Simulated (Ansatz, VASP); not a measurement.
## One calculation of GaN, two programs

```
Ga N
1.0
     0.00000    2.27527    2.27527
     2.27527    0.00000    2.27527
     2.27527    2.27527    0.00000
Ga N
1 1
Cartesian
  0.0000 0.0000 0.0000
  3.4129 3.4129 3.4129
```

Alike in both runs: functional PBE; k mesh 10 × 10 × 10; occupations gaussian, width 0.02 eV; no spin polarisation.

Ansatz relaxed the structure, and its values are those at the end. VASP's run is a single point on that final structure, the one shown.

```csv
,VASP,Ansatz
version,VASP 6.6.1,Ansatz 0.2.0
potentials or method,"VASP PAW PBE potentials, release 64 (Ga_d, N)","scalar-relativistic, plane waves"
plane-wave cutoff (eV),600,1240
valence electrons in the cell,18,18
```

VASP gave:

| Item | Value |
| --- | --- |
| gap on the k mesh at the Fermi level (eV) | 1.54 |
| least direct gap on the mesh (eV) | 1.54 |
| pressure (GPa) | -0.3 |

Question: What did Ansatz give for the same quantities?

Answer: gap on the k mesh at the Fermi level (eV): 1.55; least direct gap on the mesh (eV): 1.55; pressure (GPa): 0.0.
